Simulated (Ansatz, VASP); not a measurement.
CdSe: VASP beside Ansatz

```
Cd Se
1.0
     4.25391    0.00000    0.00000
    -2.12695    3.68399    0.00000
     0.00000    0.00000    6.93511
Cd Se
2 2
Direct
  0.33333 0.66667 0.99960
  0.66667 0.33333 0.49960
  0.33333 0.66667 0.37540
  0.66667 0.33333 0.87540
```

Change from the starting cell: hydrostatic strain -2.0%.

Alike in both runs: task single point; functional r2SCAN; k mesh 12 × 12 × 4; no spin polarisation.

|  | VASP | Ansatz |
| --- | --- | --- |
| version | VASP 6.6.1 | Ansatz 0.2.0 |
| potentials or method | VASP PAW PBE potentials, release 64 (Cd, Se) | plane waves, PAW |
| plane-wave cutoff (eV) | 550 | 500 |
| occupations | gaussian, width 0.01 eV | fixed |
| valence electrons in the cell | 36 | 72 |

Ansatz gave:

* gap on the k mesh at the Fermi level (eV): 1.25
* pressure (GPa): 3.6
* traceless stress, the component that is largest in VASP (GPa): 0.06

Q: Which values does VASP return?

A: gap on the k mesh at the Fermi level (eV): 1.24; pressure (GPa): 3.9; traceless stress, the component that is largest in VASP (GPa): 0.07.

VASP's potentials were made for PBE, not for r2SCAN. VASP's potentials hold 36 valence electrons a cell and Ansatz's 72, so a difference there can come from the potentials and not from the codes.
